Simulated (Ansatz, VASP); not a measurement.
# Cu in VASP and in Ansatz

```
Cu
1.0
     2.51980    0.00000    0.00000
    -1.25990    2.18221    0.00000
     0.00000    0.00000   29.41170
Cu
8
Cartesian
  0.0000 1.4548 7.5063
  0.0000 0.0000 9.5456
  1.2599 0.7274 11.6044
  0.0000 0.0000 13.6735
  0.0000 1.4548 15.7354
  0.0000 0.0000 17.8061
  1.2599 0.7274 19.8640
  0.0000 0.0000 21.9115
```

Alike in both runs: functional PBEsol; k mesh 15 × 15 × 1; occupations gaussian, width 0.1 eV; no spin polarisation.

Ansatz relaxed the structure, and its values are those at the end. VASP's run is a single point on that final structure, the one shown.

|  | VASP | Ansatz |
| --- | --- | --- |
| version | VASP 6.6.1 | Ansatz 0.2.0 |
| potentials or method | VASP PAW PBE potentials, release 64 (Cu), cutoff 520 eV | scalar-relativistic, plane waves, PAW |
| valence electrons in the cell | 88 | 152 |

Ansatz gave:

| Property | Result |
| --- | --- |
| gap on the k mesh at the Fermi level (eV) | none |
| rms of the force components (eV/Å) | 0.001 |

**Question.** What did VASP give for the same quantities?

**Answer.** gap on the k mesh at the Fermi level (eV): none; rms of the force components (eV/Å): 0.008.

VASP's potentials were made for PBE, not for PBEsol. A gap of «none» marks a metal or a gap that the smearing closes. VASP's potentials hold 88 valence electrons a cell and Ansatz's 152, so a difference there can come from the potentials and not from the codes. Ansatz's warnings: xc potential rough in thin density.
